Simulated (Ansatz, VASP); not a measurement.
Two plane-wave programs on CsPbBr3

Contents of INCAR:

```
SYSTEM = CsPbBr3
PREC = Accurate
ENCUT = 600
EDIFF = 1E-6
ISMEAR = -1
SIGMA = 0.05
LREAL = .FALSE.
LASPH = .TRUE.
NELM = 80
ALGO = Normal
ISIF = 3
LWAVE = .FALSE.
LCHARG = .FALSE.
GGA = CA
IBRION = 2
NSW = 60
EDIFFG = -0.01
```

File KPOINTS:

```
regular mesh
0
G
  5 5 5
  0 0 0
```

POSCAR

```
CsPbBr3
1.0
    5.8700000000      0.0000000000      0.0000000000
    0.0000000000      5.8700000000      0.0000000000
    0.0000000000      0.0000000000      5.8700000000
Pb Cs Br
1 1 3
Direct
    0.5000000000      0.5000000000      0.5000000000
    0.0000000000      0.0000000000      0.0000000000
    0.5000000000      0.5000000000      0.0000000000
    0.5000000000      0.0000000000      0.5000000000
    0.0000000000      0.5000000000      0.5000000000
```

Contents of input.yaml:

```yaml
crystal:
  lattice:
    - [5.87, 0.0, 0.0]
    - [0.0, 5.87, 0.0]
    - [0.0, 0.0, 5.87]
  atoms:
    - { symbol: Pb, position: [0.5, 0.5, 0.5] }
    - { symbol: Cs, position: [0.0, 0.0, 0.0] }
    - { symbol: Br, position: [0.5, 0.5, 0.0] }
    - { symbol: Br, position: [0.5, 0.0, 0.5] }
    - { symbol: Br, position: [0.0, 0.5, 0.5] }
hamiltonian:
  xc: lda
  pseudopotentials: { kind: paw }
kpoints:
  mp_grid: { grid: [5, 5, 5] }
scf:
  occupations: { method: fermi_dirac, width: 0.05 }
output:
  forces: true
  stress: true
  eigenvalues: true
relax:
  f_tol: 0.01
  max_steps: 40
  cell: { stress_tol: 0.05 }
```

Alike in both runs: task relaxation of cell and atoms; functional LDA; k mesh 5 × 5 × 5; occupations fermi-dirac, width 0.05 eV; no spin polarisation.

```csv
,VASP,Ansatz
version,VASP 6.6.1,Ansatz 0.2.0
potentials or method,"VASP PAW LDA potentials, release 64 (Pb_d, Cs_sv, Br)",Ansatz PAW
plane-wave cutoff (eV),600,420
valence electrons in the cell,44,44
```

VASP gave:

| Quantity | Value |
| --- | --- |
| gap on the k mesh at the Fermi level, each at its own relaxed structure (eV) | 2.44 |
| relaxed volume (Å³/atom) | 38.41 |
| relaxed cell length with the largest relative difference (Å) | 5.770 |

Q: Estimate Ansatz's values.

A: gap on the k mesh at the Fermi level, each at its own relaxed structure (eV): 2.46; relaxed volume (Å³/atom): 38.30; relaxed cell length with the largest relative difference (Å): 5.764.

LDA's correlation is that of Perdew and Zunger in VASP and of Perdew and Wang (1992) in Ansatz.

Spin-orbit coupling is off throughout. Noted on Ansatz's run: odd divisions of the mesh miss points on the zone boundary, where band edges often lie, so the gap on the mesh can be too wide; the plane-wave basis is chosen anew once the cell has moved, so the energies of steps on either side of that aren't comparable.
